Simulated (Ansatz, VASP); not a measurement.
MgZn3Se3S in VASP and in Ansatz

```
Mg Zn Se S
1.0
     4.04921    0.00000    0.00000
    -2.02460    3.50672    0.00000
     0.00000    0.00000   13.23592
Mg Zn Se S
1 3 3 1
Direct
  0.66667 0.33333 0.24052
  0.66667 0.33333 0.75240
  0.33333 0.66667 0.00427
  0.33333 0.66667 0.50171
  0.33333 0.66667 0.68982
  0.66667 0.33333 0.94068
  0.66667 0.33333 0.43798
  0.33333 0.66667 0.18262
```

Alike in both runs: task single point; functional PBE; k mesh 6 × 6 × 1; occupations gaussian, width 0.1 eV; no spin polarisation.

|  | VASP | Ansatz |
| --- | --- | --- |
| version | VASP 6.6.1 | Ansatz 0.2.0 |
| potentials or method | VASP PAW PBE potentials, release 64 (Mg, Zn, Se, S), cutoff 520 eV | scalar-relativistic, plane waves, PAW |
| valence electrons in the cell | 62 | 100 |

Ansatz gave:

```
gap on the k mesh at the Fermi level (eV) : 1.50
least direct gap on the mesh (eV)         : 1.50
pressure (GPa)                            : 0.0
rms of the force components (eV/Å)        : 0.002
```

Question: Which values does VASP return?

Answer: gap on the k mesh at the Fermi level (eV): 1.50; least direct gap on the mesh (eV): 1.50; pressure (GPa): 0.1; rms of the force components (eV/Å): 0.007.

Atom by atom the forces differ by 0.007 eV/Å (rms over components). With one functional, cell and mesh, what is left measures potentials, basis and numerics. VASP's potentials hold 62 valence electrons a cell and Ansatz's 100, so a difference there can come from the potentials and not from the codes.

The k mesh is coarse, so the values compare programs but aren't converged.
